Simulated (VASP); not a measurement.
Input of a VASP 6.6.1 run:

File INCAR:

```
ALGO = Normal
DIPOL = 0.5 0.5 0.304
EDIFF = 1E-6
ENCUT = 520
GGA = PE
IDIPOL = 3
ISIF = 2
ISMEAR = 0
LASPH = T
LCHARG = F
LDIPOL = T
LREAL = F
LWAVE = F
NBANDS = 26
NELM = 100
PREC = Accurate
SIGMA = 0.1
```

The input KPOINTS:

```
k-points
0
Gamma
  10 10 1
```

File POSCAR:

```
GaAs
1.0
    5.0933730087      0.0000000000      0.0000000000
    0.0000000000      5.0933730087      0.0000000000
    0.0000000000      0.0000000000     24.6572314000
Ga As
2 2
Direct
    0.5000000000      0.0000000000      0.3125536152
    0.0000000000      0.5000000000      0.2957871898
    0.0000000000      0.0000000000      0.3041704025
    0.5000000000      0.5000000000      0.3041704025
```

Potentials or basis: VASP PAW PBE potentials, release 64 (Ga_d, As).

Launch:

```console
$ cat potpaw_PBE.64/Ga_d/POTCAR potpaw_PBE.64/As/POTCAR > POTCAR
$ mpirun -np 1 vasp_std > vasp.out
```

Q: Estimate the band gap on the k mesh.

A: Zero (bands 18 and 19 overlap by 1.94 eV).

Q: Estimate the largest force.

A: 0.005 eV/Å.

Forces in eV/Å, atoms in the order of the input:
```
Ga   0.000  0.000  0.005
Ga   0.000  0.000 -0.005
As   0.000  0.000  0.000
As   0.000  0.000  0.000
```
